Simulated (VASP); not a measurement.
# Mg3SeO (P-62m) in VASP: single point with PBE

Aim: the single point of Mg3SeO with PBE.

Everything below comes from runs of VASP 6.6.1. Logs are shortened: lines on timing, memory, paths and dates and some standing lists are left out, and cuts for length are marked.

### 1 The cell of the first run

It takes space group P-62m (No. 189, hexagonal). The conventional cell has a = 5.606 Å, b = 5.606 Å, c = 4.802 Å, α = 90.00°, β = 90.00°, γ = 120.00°. Within 2.6 Å of Mg (site symmetry m2m) lie 1 O at 1.93 Å. Se (site symmetry -62m) has 2 O at 2.40 Å and 6 Mg at 3.08 Å within 3.2 Å. O (site symmetry -62m) has 3 Mg at 1.93 Å and 2 Se at 2.40 Å within 2.6 Å.

### 2 Single point, PBE

File INCAR:

```
SYSTEM = Mg3SeO
ALGO = Normal
EDIFF = 1E-7
ENCUT = 520
GGA = PE
ISIF = 2
ISMEAR = 0
LASPH = .TRUE.
LCHARG = .FALSE.
LREAL = .FALSE.
LWAVE = .FALSE.
NBANDS = 17
NELM = 60
PREC = Accurate
SIGMA = 0.1
```

File KPOINTS:

```
k-points
0
G
  12 12 8
  0 0 0
```

File POSCAR:

```
Mg3SeO
1.0
    5.6058170275      0.0000000000      0.0000000000
   -2.8029085137      4.8547799548      0.0000000000
    0.0000000000      0.0000000000      4.8018349965
Mg Se O
3 1 1
Direct
    0.6551456287      0.0000000000      0.5000000000
    0.0000000000      0.6551456287      0.5000000000
    0.3448543713      0.3448543713      0.5000000000
    0.0000000000      0.0000000000      0.0000000000
    0.0000000000      0.0000000000      0.5000000000
```

Potentials or basis: VASP PAW PBE potentials, release 64 (Mg, Se, O).

Started as:

```sh
$ cat potpaw_PBE.64/Mg/POTCAR potpaw_PBE.64/Se/POTCAR potpaw_PBE.64/O/POTCAR > POTCAR
$ mpirun -np 1 vasp_std > vasp.out
```

OUTCAR:

```text
SYSTEM = Mg3SeO
   EDIFF = 1E-7
   ENCUT = 520
   GGA = PE
   ISIF = 2
   ISMEAR = 0
   LASPH = .TRUE.
   LREAL = .FALSE.
   NELM = 60
   PREC = Accurate

 ion  position               nearest neighbor table
   1  0.655  0.000  0.500-   5 1.93   4 3.08   4 3.08   3 3.18   3 3.18   2 3.18   2 3.18   2 3.35
                             3 3.35
   2  0.000  0.655  0.500-   5 1.93   4 3.08   4 3.08   3 3.18   1 3.18   3 3.18   1 3.18   1 3.35
                             3 3.35
   3  0.345  0.345  0.500-   5 1.93   4 3.08   4 3.08   1 3.18   2 3.18   1 3.18   2 3.18   2 3.35
                             1 3.35
   4  0.000  0.000  0.000-   2 3.08   2 3.08   1 3.08   1 3.08   3 3.08   3 3.08
   5  0.000  0.000  0.500-   2 1.93   1 1.93   3 1.93

  LATTYP: Found a hexagonal cell.
 ALAT       =     5.6058170275
 C/A-ratio  =     0.8565807576

  Lattice vectors:

 A1 = (   5.6058170275,   0.0000000000,   0.0000000000)
 A2 = (  -2.8029085137,   4.8547799548,   0.0000000000)
 A3 = (   0.0000000000,   0.0000000000,   4.8018349965)

Analysis of symmetry for initial positions (statically):
=====================================================================
 Subroutine PRICEL returns:
 Original cell was already a primitive cell.

 Routine SETGRP: Setting up the symmetry group for a
 hexagonal supercell.

 Subroutine GETGRP returns: Found 12 space group operations
 (whereof 12 operations were pure point group operations)
 out of a pool of 24 trial point group operations.

The static configuration has the point symmetry D_3h.

Analysis of symmetry for dynamics (positions and initial velocities):
=====================================================================
 Subroutine PRICEL returns:
 Original cell was already a primitive cell.

 Routine SETGRP: Setting up the symmetry group for a
 hexagonal supercell.

 Subroutine GETGRP returns: Found 12 space group operations
 (whereof 12 operations were pure point group operations)
 out of a pool of 24 trial point group operations.

The dynamic configuration has the point symmetry D_3h.

 Subroutine INISYM returns: Found 12 space group operations
 (whereof 12 operations are pure point group operations),
 and found     1 'primitive' translations

----------------------------------------------------------------------------------------

                                     Primitive cell

  volume of cell :     130.6820

  direct lattice vectors                    reciprocal lattice vectors
     5.605817027  0.000000000  0.000000000     0.178386129  0.102991280  0.000000000
    -2.802908514  4.854779955  0.000000000     0.000000000  0.205982559  0.000000000
     0.000000000  0.000000000  4.801834997     0.000000000  0.000000000  0.208253720

  length of vectors
     5.605817027  5.605817027  4.801834997     0.205982559  0.205982559  0.208253720

  position of ions in fractional coordinates (direct lattice)
     0.655145629  0.000000000  0.500000000
     0.000000000  0.655145629  0.500000000
     0.344854371  0.344854371  0.500000000
     0.000000000  0.000000000  0.000000000
     0.000000000  0.000000000  0.500000000

  ion indices of the primitive-cell ions
   primitive index   ion index
                 1           1
                 2           2
                 3           3
                 4           4
                 5           5

----------------------------------------------------------------------------------------

 KPOINTS: k-points

Automatic generation of k-mesh.
 Grid dimensions read from file:
 generate k-points for:   12   12    8

 Generating k-lattice:

  Cartesian coordinates                     Fractional coordinates (reciprocal lattice)
     0.014865511  0.008582607  0.000000000     0.083333333  0.000000000  0.000000000
     0.000000000  0.017165213  0.000000000     0.000000000  0.083333333  0.000000000
     0.000000000  0.000000000  0.026031715     0.000000000  0.000000000  0.125000000

  Length of vectors
     0.017165213  0.017165213  0.026031715

  Shift w.r.t. Gamma in fractional coordinates (k-lattice)
     0.000000000  0.000000000  0.000000000

 Subroutine IBZKPT returns following result:
 ===========================================

 Found     95 irreducible k-points:

 Following reciprocal coordinates:
            Coordinates               Weight
  0.000000  0.000000  0.000000      1.000000
  0.083333  0.000000  0.000000      6.000000
  0.166667  0.000000  0.000000      6.000000
  0.250000  0.000000  0.000000      6.000000
  0.333333  0.000000  0.000000      6.000000
  0.416667 -0.000000  0.000000      6.000000
[... 16 lines left out ...]
  0.250000  0.000000  0.125000     12.000000
  0.333333  0.000000  0.125000     12.000000
 [... further k-points ...]
   k-points           NKPTS =     95   k-points in BZ     NKDIM =     95   number of bands    NBANDS=     17
   number of dos      NEDOS =    301   number of ions     NIONS =      5
   total plane-waves  NPLWV =  63504
   dimension x,y,z NGX =    42 NGY =   42 NGZ =   36
   dimension x,y,z NGXF=    84 NGYF=   84 NGZF=   72
   ions per type =               3   1   1
   NGX,Y,Z   is equivalent  to a cutoff of  12.46, 12.46, 12.46 a.u.
   NGXF,Y,Z  is equivalent  to a cutoff of  24.91, 24.91, 24.93 a.u.
 SYSTEM =  Mg3SeO
   PREC   = accura    normal or accurate (medium, high low for compatibility)
   ISTART =      0    job   : 0-new  1-cont  2-samecut
   ICHARG =      2    charge: 1-file 2-atom 10-const
   ISPIN  =      1    spin polarized calculation?
   LNONCOLLINEAR =      F non collinear calculations
   LSORBIT =      F    spin-orbit coupling
   LASPH  =      T    aspherical Exc in radial PAW
   ENCUT  =  520.0 eV  38.22 Ry    6.18 a.u.  10.42 10.42  8.93*2*pi/ulx,y,z
   NELM   =     60;   NELMIN=  2; NELMDL= -5     # of ELM steps
   EDIFF  = 0.1E-06   stopping-criterion for ELM
   LREAL  =      F    real-space projection
   EDIFFG = 0.1E-05   stopping-criterion for IOM
   NSW    =      0    number of steps for IOM
   IBRION =     -1    ionic relax: 0-MD 1-quasi-New 2-CG
   NFREE  =      0    steps in history (QN), initial steepest desc. (CG)
   ISIF   =      2    stress and relaxation
   ISYM   =      2    0-nonsym 1-usesym 2-fastsym
   POTIM  = 0.5000    time-step for ionic-motion
   TEBEG  =    0.0;   TEEND  =   0.0 temperature during run
   PSTRESS=    0.0 pullay stress
   NELECT =      18.0000    total number of electrons
   NUPDOWN=      -1.0000    fix difference up-down
   EMIN   =  10.00;   EMAX   =-10.00  energy-range for DOS
   EFERMI =   0.00;   METHOD = LEGACY
   ISMEAR =     0;   SIGMA  =   0.10  broadening in eV -4-tet -1-fermi 0-gaus
   EFERMI_NEDOS =   21; number of points for ismear=-14 and -15
   IALGO  =     38    algorithm
   IMIX   =      4    mixing-type and parameters
     AMIX     =   0.40;   BMIX     =  1.00
     AMIX_MAG =   1.60;   BMIX_MAG =  1.00
  volume/ion in A,a.u.               =      26.14       176.38
  Fermi-wavevector in a.u.,A,eV,Ry     =   0.845461  1.597690  9.725511  0.714805
  Thomas-Fermi vector in A             =   1.960653
   LORBIT       =      0    0 simple, 1 ext, 2 COOP (PROOUT), +10 PAW based schemes
   GGA     = PE    functional components
   LHFCALC =     F    Hartree Fock is set to
   AEXX    =    0.0000 exact exchange contribution
   IVDW    =     0    specifies the selected vdW correction
   LEPSILON=     F    determine dielectric tensor
   LRPA    =     F    only Hartree local field effects (RPA)
 non-spin polarized calculation
 Gauss-broadening in eV      SIGMA  =   0.10
  energy-cutoff  :      520.00
  volume of cell :      130.68
 maximum number of plane-waves:      3548
 NGX is ok and might be reduce to    42
   NGX = 21   NGY = 21   NGZ = 17

 number of electron      17.9999999 magnetization

 Free energy of the ion-electron system (eV)
  ---------------------------------------------------
  ext. energy  EPLUGINS =         0.00000000
  ---------------------------------------------------
  free energy    TOTEN  =       -15.82230466 eV

  energy without entropy =      -15.80944156  energy(sigma->0) =      -15.81587311

 E-fermi :   1.0437     XC(G=0):  -7.6827

 val. band max:        1.0142782568   @ k =   0.2500   0.0000   0.3750
 cond. band min:       1.0454433275   @ k =   0.3333   0.0833   0.3750
 fundamental gap:      0.0311650708
 Fermi energy:         1.0437055630

 k-point     1 :       0.0000    0.0000    0.0000
  band No.  band energies     occupation
      1     -17.8376      2.00000
      2     -10.5844      2.00000
      3      -5.0897      2.00000
      4      -3.9948      2.00000
      5      -3.9948      2.00000
      6      -2.1274      2.00000
[... 9 lines left out ...]
     16       7.1950      0.00000
     17       7.2200      0.00000

 k-point     2 :       0.0833    0.0000    0.0000
  band No.  band energies     occupation
      1     -17.8372      2.00000
      2     -10.5828      2.00000
      3      -5.0883      2.00000
      4      -4.0404      2.00000
      5      -4.0008      2.00000
      6      -2.0495      2.00000
[... 9 lines left out ...]
     16       7.1258      0.00000
     17       7.1777      0.00000

 k-point     3 :       0.1667    0.0000    0.0000
  band No.  band energies     occupation
      1     -17.8360      2.00000
      2     -10.5784      2.00000
      3      -5.0846      2.00000
      4      -4.1513      2.00000
      5      -4.0172      2.00000
      6      -1.8482      2.00000
[... 9 lines left out ...]
     16       6.9139      0.00000
     17       7.1202      0.00000

 k-point     4 :       0.2500    0.0000    0.0000
  band No.  band energies     occupation
      1     -17.8345      2.00000
      2     -10.5724      2.00000
      3      -5.0795      2.00000
      4      -4.2797      2.00000
      5      -4.0394      2.00000
      6      -1.5892      2.00000
[... 9 lines left out ...]
     16       6.7009      0.00000
     17       7.0312      0.00000

 k-point     5 :       0.3333    0.0000    0.0000
  band No.  band energies     occupation
      1     -17.8329      2.00000
      2     -10.5664      2.00000
      3      -5.0743      2.00000
      4      -4.3902      2.00000
      5      -4.0612      2.00000
      6      -1.3341      2.00000
[... 9 lines left out ...]
     16       6.7586      0.00000
     17       7.0155      0.00000

 k-point     6 :       0.4167   -0.0000    0.0000
  band No.  band energies     occupation
      1     -17.8318      2.00000
      2     -10.5620      2.00000
      3      -5.0706      2.00000
      4      -4.4629      2.00000
      5      -4.0770      2.00000
      6      -1.1331      2.00000
[... 9 lines left out ...]
     16       6.7639      0.00000
     17       7.1851      0.00000

 k-point     7 :       0.5000    0.0000    0.0000
  band No.  band energies     occupation
      1     -17.8314      2.00000
      2     -10.5604      2.00000
      3      -5.0692      2.00000
      4      -4.4881      2.00000
      5      -4.0827      2.00000
      6      -1.0483      2.00000
[... 9 lines left out ...]
     16       6.7775      0.00000
     17       7.3112      0.00000

 k-point     8 :       0.0833    0.0833    0.0000
  band No.  band energies     occupation
      1     -17.8364      2.00000
      2     -10.5798      2.00000
      3      -5.0858      2.00000
      4      -4.1162      2.00000
      5      -4.0140      2.00000
      6      -1.9105      2.00000
[... 9 lines left out ...]
     16       6.8846      0.00000
     17       7.1361      0.00000
[... 203 lines left out ...]
      1     -17.8305      2.00000
      2     -10.5574      2.00000
      3      -5.0666      2.00000
      4      -4.3291      2.00000
      5      -4.3291      2.00000
      6      -0.8502      2.00000
[... 9 lines left out ...]
     16       7.8565      0.00000
     17       8.1395      0.00000

 k-point    20 :       0.0000    0.0000    0.1250
  band No.  band energies     occupation
      1     -17.8259      2.00000
      2     -10.7077      2.00000
      3      -4.7892      2.00000
      4      -3.9600      2.00000
      5      -3.9600      2.00000
      6      -2.0701      2.00000
[... 9 lines left out ...]
     16       7.0632      0.00000
     17       7.6095      0.00000

 k-point    21 :       0.0833    0.0000    0.1250
  band No.  band energies     occupation
      1     -17.8254      2.00000
      2     -10.7061      2.00000
      3      -4.7876      2.00000
      4      -4.0034      2.00000
      5      -3.9659      2.00000
      6      -1.9948      2.00000
[... 9 lines left out ...]
     16       7.0237      0.00000
     17       7.4142      0.00000

 k-point    22 :       0.1667    0.0000    0.1250
  band No.  band energies     occupation
      1     -17.8243      2.00000
      2     -10.7020      2.00000
      3      -4.7829      2.00000
      4      -4.1095      2.00000
      5      -3.9818      2.00000
      6      -1.7995      2.00000
[... 9 lines left out ...]
     16       6.7847      0.00000
     17       7.1692      0.00000

 k-point    23 :       0.2500    0.0000    0.1250
  band No.  band energies     occupation
      1     -17.8228      2.00000
      2     -10.6963      2.00000
      3      -4.7760      2.00000
      4      -4.2338      2.00000
      5      -4.0034      2.00000
      6      -1.5486      2.00000
[... 9 lines left out ...]
     16       6.5365      0.00000
     17       7.1876      0.00000

 k-point    24 :       0.3333    0.0000    0.1250
  band No.  band energies     occupation
      1     -17.8212      2.00000
      2     -10.6905      2.00000
      3      -4.7682      2.00000
      4      -4.3422      2.00000
      5      -4.0246      2.00000
      6      -1.3070      2.00000
[... 9 lines left out ...]
     16       6.7309      0.00000
     17       7.2348      0.00000

 [... further k-points ...]
[... 5 lines left out ...]
  --------------------------------------------------------------------------------------
  -------------------------------------------------------------------------------------
  Total       -0.0422890     -0.0422890     -0.0756365     -0.0000000      0.0000000     -0.0000000
  in kB       -0.5184683     -0.5184683     -0.9273125     -0.0000000      0.0000000     -0.0000000
  external PRESSURE =      -0.6547497 kB  Pullay stress =       0.0000000 kB

 VOLUME and BASIS-vectors are now :
 -----------------------------------------------------------------------------
  energy-cutoff  :      520.00
  volume of cell :      130.68
      direct lattice vectors                 reciprocal lattice vectors
     5.605817027  0.000000000  0.000000000     0.178386129  0.102991280  0.000000000
    -2.802908514  4.854779955  0.000000000     0.000000000  0.205982559  0.000000000
     0.000000000  0.000000000  4.801834997     0.000000000  0.000000000  0.208253720

 POSITION                                       TOTAL-FORCE (eV/Angst)
 -----------------------------------------------------------------------------------
      3.67263      0.00000      2.40092        -0.000089      0.000000     -0.000000
     -1.83631      3.18059      2.40092         0.000044     -0.000077      0.000000
      0.96660      1.67419      2.40092         0.000044      0.000077      0.000000
      0.00000      0.00000      0.00000         0.000000      0.000000      0.000000
      0.00000      0.00000      2.40092         0.000000      0.000000      0.000000
 -----------------------------------------------------------------------------------
    total drift:                               -0.000006     -0.000010     -0.000000

  FREE ENERGIE OF THE ION-ELECTRON SYSTEM (eV)
  ---------------------------------------------------
  free  energy   TOTEN  =       -15.8223046574 eV

  energy  without entropy=      -15.8094415552  energy(sigma->0) =      -15.81587311
```

Wall time 2.6 min (1 thread of Intel Xeon Platinum 8488C (Sapphire Rapids), shared host); peak memory 0.4 GiB.

Results:

* Free energy: -15.8223 eV
* Pressure: -0.1 GPa
* Band gap on the k mesh: zero (band 9 reaches 2.46 eV, above the bottom of band 10 at 0.15 eV)
